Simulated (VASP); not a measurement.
Input of a VASP 6.6.1 run:

INCAR

```
PREC     = Accurate       # precision mode
ENCUT    = 700            # plane-wave cutoff, eV
EDIFF    = 1E-6           # SCF threshold, eV
ISMEAR   = 0              # smearing method
SIGMA    = 0.05           # smearing width, eV
LREAL    = False          # projectors in reciprocal space
LASPH    = True           # aspherical terms in the spheres
NELM     = 120            # most SCF steps
ALGO     = Normal         # electronic algorithm
ISIF     = 2              # what is computed and relaxed
LWAVE    = False          # write WAVECAR
LCHARG   = False          # write CHGCAR
GGA      = PE             # functional
NBANDS   = 18             # bands
GGA_COMPAT= False
```

Contents of KPOINTS:

```
regular mesh
0
Gamma
  14 14 14
```

File POSCAR:

```
MnO
1.0
    0.0000000000      2.0373341943      2.0373341943
    2.0373341943      0.0000000000      2.0373341943
    2.0373341943      2.0373341943      0.0000000000
Mn O
1 1
Direct
    0.0000000000      0.0000000000      0.0000000000
    0.5000000000      0.5000000000      0.5000000000
```

Potentials or basis: VASP PAW PBE potentials, release 64 (Mn_sv, O).

The run is started by

```sh
$ cat potpaw_PBE.64/Mn_sv/POTCAR potpaw_PBE.64/O/POTCAR > POTCAR
$ mpirun -np 1 vasp_std > vasp.out
```

(1) Predict the band gap on the k mesh.

(2) Predict the pressure.

Answers

(1) zero (an odd number of electrons rules out a gap without spin polarisation).

(2) 4.3 GPa.

Caveat: the cell stands under pressure; an odd number of electrons without spin polarisation forces a metal; a magnetic or distorted state may lie lower; the run has no spin polarisation, though such a crystal can be magnetic; semilocal functionals often make such compounds metallic where correlation or magnetic order opens a gap, which also shifts bond lengths.
